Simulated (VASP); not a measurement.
Write the native input for VASP 6.6.1 that does the following.

- Task: single point
- Functional: PBEsol
- Potentials or basis: VASP PAW PBE potentials, release 64 (Hf_pv)
- Cutoff: 520 eV
- k mesh: 10 × 10 × 5
- Occupations: fermi-dirac, width 0.05 eV
- Spin: no spin polarisation
- Dipole correction: no
- Further INCAR settings: ALGO = Normal; EDIFF = 1e-07; NBANDS = 17

The structure of Hf lies in POSCAR:

```
Hf
1.0
    2.9520193838      0.0000000000      0.0000000000
   -1.4760096919      2.5565237789      0.0000000000
    0.0000000000      0.0000000000      4.7255513030
Hf
2
Direct
    0.6666666667      0.3333333333      0.7500000000
    0.3333333333      0.6666666667      0.2500000000
```

The input as run:

INCAR

```
ALGO     = Normal         # electronic algorithm
EDIFF    = 1E-7           # SCF threshold, eV
ENCUT    = 520            # plane-wave cutoff, eV
GGA      = PS             # functional
ISIF     = 2              # what is computed and relaxed
ISMEAR   = -1             # smearing method
LASPH    = True           # aspherical terms in the spheres
LCHARG   = False          # write CHGCAR
LREAL    = False          # projectors in reciprocal space
LWAVE    = False          # write WAVECAR
NBANDS   = 17             # bands
NELM     = 60             # most SCF steps
PREC     = Accurate       # precision mode
SIGMA    = 0.05           # smearing width, eV
```

KPOINTS

```
k-points
0
Gamma
  10 10 5
```

Potentials or basis: VASP PAW PBE potentials, release 64 (Hf_pv).

The run is started by

```bash
$ cat potpaw_PBE.64/Hf_pv/POTCAR > POTCAR
$ mpirun -np 1 vasp_std > vasp.out
```

Results of the run:

```json
{
 "Pressure": "29.5 GPa",
 "Band gap on the k mesh": "zero (band 10 reaches 7.63 eV, above the bottom of band 11 at 6.07 eV)"
}
```

Caveat: the PAW data sets were made with another functional, which shifts forces and pressure a little; spin-orbit coupling is left out, which moves the levels of the heavy elements.

Run time: 19 s on 1 thread of Intel(R) Xeon(R) Platinum 8488C (Sapphire Rapids) (shared host), peak memory 0.16 GiB.
